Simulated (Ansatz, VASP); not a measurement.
One calculation of C, two programs

The input INCAR:

```
PREC = Accurate
ENCUT = 520
EDIFF = 1E-8
ISMEAR = -1
SIGMA = 0.03
LREAL = F
LASPH = T
NELM = 120
ALGO = Normal
ISIF = 2
LWAVE = F
LCHARG = F
GGA = PE
LEFG = T
NBANDS = 8
GGA_COMPAT = F
```

Contents of KPOINTS:

```
Automatic mesh
0
Gamma
  16 16 16
```

File POSCAR:

```
C
1.0
   -1.1840853010      1.1840853010      1.1840853010
    1.1840853010     -1.1840853010      1.1840853010
    1.1840853010      1.1840853010     -1.1840853010
C
1
Direct
    0.0000000000      0.0000000000      0.0000000000
```

Input for Ansatz:

```yaml
crystal:
  lattice:
    - [-1.184085301, 1.184085301, 1.184085301]
    - [1.184085301, -1.184085301, 1.184085301]
    - [1.184085301, 1.184085301, -1.184085301]
  atoms:
    - { symbol: C, position: [0.0, 0.0, 0.0] }
kpoints:
  mp_grid: { grid: [16, 16, 16] }
  band_path:
    path:
      - [0.0, 0.0, 0.0]
      - [0.5, -0.5, 0.5]
      - [0.0, 0.0, 0.5]
      - [0.0, 0.0, 0.0]
      - [0.25, 0.25, 0.25]
      - [0.5, -0.5, 0.5]
      - [0.25, 0.25, 0.25]
      - [0.0, 0.0, 0.5]
    npoints: 8
scf:
  occupations: { method: fermi_dirac, width: 0.03 }
hamiltonian:
  xc: pbe
  pseudopotentials: { kind: all_electron, datasets: crystal }
output:
  forces: true
  stress: true
  eigenvalues: true
  efg: { contact_densities: true }
```

Alike in both runs: task electric field gradients; functional PBE; k mesh 16 × 16 × 16; occupations fermi-dirac, width 0.03 eV; no spin polarisation.

```csv
,VASP,Ansatz
version,VASP 6.6.1,Ansatz 0.2.0
potentials or method,"VASP PAW PBE potentials, release 64 (C), cutoff 520 eV","all-electron PAW with datasets made for the crystal, scalar-relativistic"
```

|  | VASP | Ansatz | Ansatz less VASP |
| --- | --- | --- | --- |
| pressure (GPa) | 0.1 | 0.0 | -0.13 |

Ansatz ran all-electron here, and VASP with PAW potentials. Ansatz's warnings: band levels unverified, printed levels off.
